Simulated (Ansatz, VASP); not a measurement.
## One calculation of Os, two programs

```
CELL_PARAMETERS angstrom
2.68915 0.00000 0.00000
-1.34457 2.32887 0.00000
0.00000 0.00000 20.39140
ATOMIC_POSITIONS crystal
Os 0.16667 0.33333 0.39604
Os 0.50000 0.00000 0.50000
Os 0.83333 0.66667 0.60396
```

Alike in both runs: functional LDA; k mesh 17 × 17 × 1; occupations fermi-dirac, width 0.08 eV; no spin polarisation.

Ansatz relaxed the structure, and its values are those at the end. VASP's run is a single point on that final structure, the one shown.

```csv
,VASP,Ansatz
version,VASP 6.6.1,Ansatz 0.2.0
potentials or method,"VASP PAW LDA potentials, release 64 (Os)","PAW with Ansatz's default frozen-core files, scalar-relativistic"
plane-wave cutoff (eV),520,420
valence electrons in the cell,24,48
```

Ansatz gave:

- rms of the force components (eV/Å): 0.000

Q: Estimate VASP's values.

A: rms of the force components (eV/Å): 0.019.

LDA's correlation is that of Perdew and Zunger in VASP and of Perdew and Wang (1992) in Ansatz. VASP's potentials hold 24 valence electrons a cell and Ansatz's 48, so a difference there can come from the potentials and not from the codes. Ansatz's warnings: stress scf threshold loose.

Neither program's run includes spin-orbit coupling.
